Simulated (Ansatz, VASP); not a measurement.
# Two plane-wave programs on C

```
C
1.0
     2.06737    1.19360    1.29394
    -2.06737    1.19360    1.29394
     0.00000   -2.38719    1.29394
C
3
Direct
  0.00000 0.78493 0.21507
  0.78493 0.21507 0.00000
  0.21507 0.00000 0.78493
```

Change from the starting cell: the structure that the rattled cell fell into.

Alike in both runs: task single point; functional PBE; k mesh 6 × 6 × 6; occupations gaussian, width 0.1 eV; no spin polarisation.

```csv
,VASP,Ansatz
version,VASP 6.6.1,Ansatz 0.2.0
potentials or method,"VASP PAW PBE potentials, release 64 (C), cutoff 520 eV","scalar-relativistic, plane waves, PAW"
valence electrons in the cell,12,12
```

VASP gave:

| Item | Value |
| --- | --- |
| gap on the k mesh at the Fermi level (eV) | none |
| pressure (GPa) | 0.8 |
| traceless stress, the component that is largest in VASP (GPa) | 0.33 |
| rms of the force components (eV/Å) | 0.028 |

Which values does Ansatz return?

gap on the k mesh at the Fermi level (eV): none; pressure (GPa): 0.2; traceless stress, the component that is largest in VASP (GPa): 0.66; rms of the force components (eV/Å): 0.000.

Atom by atom the forces differ by 0.028 eV/Å (rms over components). A gap of «none» marks a metal or a gap that the smearing closes. With one functional, cell and mesh, what is left measures potentials, basis and numerics.

The k mesh is coarse, so the values compare programs but aren't converged.
